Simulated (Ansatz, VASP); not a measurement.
Two plane-wave programs on Sr2MgAl3

```
Sr Mg Al
1.0
     6.03435    0.00000    0.00000
    -3.01717    5.22590    0.00000
     0.00000    0.00000    9.62926
Sr Mg Al
4 2 6
Direct
  0.33333 0.66667 0.06862
  0.66667 0.33333 0.56862
  0.33333 0.66667 0.43138
  0.66667 0.33333 0.93138
  0.00000 0.00000 0.00000
  0.00000 0.00000 0.50000
  0.82696 0.65392 0.25000
  0.17304 0.82696 0.75000
  0.34608 0.17304 0.25000
  0.17304 0.34608 0.75000
  0.82696 0.17304 0.25000
  0.65392 0.82696 0.75000
```

Alike in both runs: functional PBE; k mesh 6 × 6 × 3; occupations fermi-dirac, width 0.1 eV; no spin polarisation.

Ansatz relaxed the structure, and its values are those at the end. VASP's run is a single point on that final structure, the one shown.

|  | VASP | Ansatz |
| --- | --- | --- |
| version | VASP 6.6.1 | Ansatz 0.2.0 |
| potentials or method | VASP PAW PBE potentials, release 64 (Sr_sv, Mg, Al), cutoff 520 eV | PAW plane waves |
| valence electrons in the cell | 62 | 78 |

VASP gave:

```
gap on the k mesh at the Fermi level (eV) : none
pressure (GPa)                            : 0.0
rms of the force components (eV/Å)        : 0.005
```

Which values does Ansatz return?

gap on the k mesh at the Fermi level (eV): none; pressure (GPa): 0.0; rms of the force components (eV/Å): 0.004.

A gap of «none» marks a metal or a gap that the smearing closes. VASP's potentials hold 62 valence electrons a cell and Ansatz's 78, so a difference there can come from the potentials and not from the codes.
